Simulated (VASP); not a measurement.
# Sn (Im-3m) in VASP: notebook, part 2 of 2

VASP 6.6.1.

## (4) Single point, PBEsol (strain +0.025 along x and y, +0.025 along z)

INCAR

```
SYSTEM = Sn
PREC = Accurate
ENCUT = 520
EDIFF = 1E-6
ISMEAR = 0
SIGMA = 0.15
LREAL = .FALSE.
LASPH = .TRUE.
NELM = 60
ALGO = Normal
ISIF = 2
LWAVE = .FALSE.
LCHARG = .FALSE.
GGA = PS
NBANDS = 13
```

KPOINTS

```
Automatic mesh
0
G
  22 22 22
  0 0 0
```

POSCAR

```
Sn
1.0
   -1.9192048979      1.9192048979      1.9192048979
    1.9192048979     -1.9192048979      1.9192048979
    1.9192048979      1.9192048979     -1.9192048979
Sn
1
Direct
    0.0000000000      0.0000000000      0.0000000000
```

Potentials or basis: VASP PAW PBE potentials, release 64 (Sn_d).

Command:

```
cat potpaw_PBE.64/Sn_d/POTCAR > POTCAR
mpirun -np 1 vasp_std > vasp.out
```

OUTCAR:

```text
SYSTEM = Sn
   PREC = Accurate
   ENCUT = 520
   EDIFF = 1E-6
   ISMEAR = 0
   LREAL = .FALSE.
   LASPH = .TRUE.
   NELM = 60
   ISIF = 2
   GGA = PS

 ion  position               nearest neighbor table
   1  0.000  0.000  0.000-

  LATTYP: Found a body centered cubic cell.
 ALAT       =     3.8384097958

  Lattice vectors:

 A1 = (  -1.9192048979,   1.9192048979,   1.9192048979)
 A2 = (   1.9192048979,  -1.9192048979,   1.9192048979)
 A3 = (   1.9192048979,   1.9192048979,  -1.9192048979)

Analysis of symmetry for initial positions (statically):
=====================================================================
 Subroutine PRICEL returns:
 Original cell was already a primitive cell.

 Routine SETGRP: Setting up the symmetry group for a
 body centered cubic supercell.

 Subroutine GETGRP returns: Found 48 space group operations
 (whereof 48 operations were pure point group operations)
 out of a pool of 48 trial point group operations.

The static configuration has the point symmetry O_h .

Analysis of symmetry for dynamics (positions and initial velocities):
=====================================================================
 Subroutine PRICEL returns:
 Original cell was already a primitive cell.

 Routine SETGRP: Setting up the symmetry group for a
 body centered cubic supercell.

 Subroutine GETGRP returns: Found 48 space group operations
 (whereof 48 operations were pure point group operations)
 out of a pool of 48 trial point group operations.

The dynamic configuration has the point symmetry O_h .

 Subroutine INISYM returns: Found 48 space group operations
 (whereof 48 operations are pure point group operations),
 and found     1 'primitive' translations

----------------------------------------------------------------------------------------

                                     Primitive cell

  volume of cell :      28.2764

[... 108 lines left out ...]
  Fermi-wavevector in a.u.,A,eV,Ry     =   1.295118  2.447419 22.821486  1.677332
  Thomas-Fermi vector in A             =   2.426658
   LORBIT       =      0    0 simple, 1 ext, 2 COOP (PROOUT), +10 PAW based schemes
   GGA     = PS    functional components
   LHFCALC =     F    Hartree Fock is set to
   AEXX    =    0.0000 exact exchange contribution
   IVDW    =     0    specifies the selected vdW correction
   LEPSILON=     F    determine dielectric tensor
   LRPA    =     F    only Hartree local field effects (RPA)
 non-spin polarized calculation
 Gauss-broadening in eV      SIGMA  =   0.15
  energy-cutoff  :      520.00
  volume of cell :       28.28
 maximum number of plane-waves:       773
 NGX is ok and might be reduce to    28
   NGX = 13   NGY = 13   NGZ = 13

 number of electron      14.0000001 magnetization

 Free energy of the ion-electron system (eV)
  ---------------------------------------------------
  ext. energy  EPLUGINS =         0.00000000
  ---------------------------------------------------
  free energy    TOTEN  =        -4.20633939 eV

  energy without entropy =       -4.19931396  energy(sigma->0) =       -4.20282667

 E-fermi :   7.4549     XC(G=0): -10.3219

 val. band max:        7.4519967512   @ k =  -0.3636   0.4545   0.2273
 cond. band min:       7.4567463072   @ k =   0.5000   0.5000   0.3636
 fundamental gap:      0.0047495559
 Fermi energy:         7.4548855912

 k-point     1 :       0.0000    0.0000    0.0000
  band No.  band energies     occupation
      1     -13.9703      2.00000
      2     -13.9703      2.00000
      3     -13.9703      2.00000
      4     -13.8462      2.00000
      5     -13.8462      2.00000
      6      -3.3579      2.00000
      7      15.0501      0.00000
      8      15.0501      0.00000
      9      15.0501      0.00000
     10      19.4948      0.00000
     11      19.4948      0.00000
     12      19.4948      0.00000
     13      19.9257      0.00000
[... 354 lines left out ...]
  band No.  band energies     occupation
      1     -13.9774      2.00000
      2     -13.9585      2.00000
      3     -13.9034      2.00000
      4     -13.8599      2.00000
      5     -13.8483      2.00000
      6      -2.5307      2.00000
      7      10.8035      0.00000
      8      12.4555      0.00000
      9      13.7608      0.00000
     10      17.2368      0.00000
     11      17.6669      0.00000
     12      19.2043      0.00000
     13      21.3698      0.00000

 [... further k-points ...]
[... 5 lines left out ...]
  --------------------------------------------------------------------------------------
  -------------------------------------------------------------------------------------
  Total       -0.6568782     -0.6568782     -0.6568782      0.0000000      0.0000000      0.0000000
  in kB      -37.2195776    -37.2195776    -37.2195776      0.0000000      0.0000000      0.0000000
  external PRESSURE =     -37.2195776 kB  Pullay stress =       0.0000000 kB

 VOLUME and BASIS-vectors are now :
 -----------------------------------------------------------------------------
  energy-cutoff  :      520.00
  volume of cell :       28.28
      direct lattice vectors                 reciprocal lattice vectors
    -1.919204898  1.919204898  1.919204898     0.000000000  0.260524554  0.260524554
     1.919204898 -1.919204898  1.919204898     0.260524554  0.000000000  0.260524554
     1.919204898  1.919204898 -1.919204898     0.260524554  0.260524554  0.000000000

 POSITION                                       TOTAL-FORCE (eV/Angst)
 -----------------------------------------------------------------------------------
      0.00000      0.00000      0.00000         0.000000     -0.000000      0.000000
 -----------------------------------------------------------------------------------
    total drift:                                0.000000     -0.000000     -0.000000

  FREE ENERGIE OF THE ION-ELECTRON SYSTEM (eV)
  ---------------------------------------------------
  free  energy   TOTEN  =        -4.2063393887 eV

  energy  without entropy=       -4.1993139572  energy(sigma->0) =       -4.20282667
```

stdout:

```text
POSCAR found type information on POSCAR Sn
 POSCAR found :  1 types and       1 ions
 scaLAPACK will be used
 -----------------------------------------------------------------------------
|                                                                             |
|                                                                             |
|     You enforced a specific xc type in the INCAR file but a different       |
|     I HOPE YOU KNOW WHAT YOU ARE DOING!                                     |
|                                                                             |
 -----------------------------------------------------------------------------

 LDA part: xc-table for (Slater+PW92), standard interpolation
 POSCAR, INCAR and KPOINTS ok, starting setup
 FFT: planning ... GRIDC
 FFT: planning ... GRID_SOFT
 FFT: planning ... GRID
 WAVECAR not read
 entering main loop
```

Run time: 55 s. Hardware: 1 thread of Intel Xeon 6975P-C (Granite Rapids), shared host; peak memory 0.23 GiB.

Results:

```
Free energy            : -4.2063 eV
Pressure               : -3.7 GPa
Band gap on the k mesh : zero (bands 7 and 8 overlap by 9.88 eV)
```

Caveat: the cell differs from its parent crystal (strain +0.025 along x and y, +0.025 along z); the cell stands under tension; the PAW data sets were made with another functional, which shifts forces and pressure a little; spin-orbit coupling is left out, which moves the levels of the heavy elements.

## (5) Summary

```tsv
cell	gap on the mesh (eV)	pressure (GPa)
a = 3.081 Å, angles 109.5°, 1 atom	none	11.8
a = 3.162 Å, angles 109.5°, 1 atom	none	4.6
a = 3.324 Å, angles 109.5°, 1 atom	none	-3.7
```

Alike in all rows: task single point; level PBEsol; potentials or basis VASP PAW PBE potentials, release 64 (Sn_d); no spin polarisation; k mesh 22 × 22 × 22; cutoff (eV) 520; smearing gaussian 0.15 eV.

Caveats: the PAW data sets were made with another functional, which shifts forces and pressure a little; spin-orbit coupling is left out, which moves the levels of the heavy elements; the cell stands under pressure (at least some runs); the cell stands under tension (at least some runs).

Absolute energies hang on the potentials; compare differences alone.

The gap in the log of VASP goes by the Fermi energy; the results here count the filled bands.